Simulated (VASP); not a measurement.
Here is a VASP 6.6.1 calculation.

INCAR

```
SYSTEM = Ta2CN
  PREC = Accurate
  ENCUT = 520
  EDIFF = 1E-6
  ISMEAR = 1
  SIGMA = 0.05
  LREAL = .FALSE.
  LASPH = .TRUE.
  NELM = 80
  ALGO = Normal
  ISIF = 2
  LWAVE = .FALSE.
  LCHARG = .FALSE.
  GGA = CA
  NBANDS = 24
```

File KPOINTS:

```
Automatic mesh
0
G
  6 6 5
  0 0 0
```

File POSCAR:

```
Ta2CN
1.0
    3.0929179154      0.0000000000      0.0000000000
    0.0000000000      3.0929179154      0.0000000000
    0.0000000000      0.0000000000      4.3959756469
Ta C N
2 1 1
Direct
    0.0000000000      0.0000000000      0.0000000000
    0.5000000000      0.5000000000      0.5000000000
    0.0000000000      0.0000000000      0.5000000000
    0.5000000000      0.5000000000      0.0000000000
```

Potentials or basis: VASP PAW LDA potentials, release 64 (Ta_pv, C, N).

Command:

```console
$ cat potpaw_LDA.64/Ta_pv/POTCAR potpaw_LDA.64/C/POTCAR potpaw_LDA.64/N/POTCAR > POTCAR
$ mpirun -np 1 vasp_std > vasp.out
```

Estimate the pressure.

2.0 GPa.
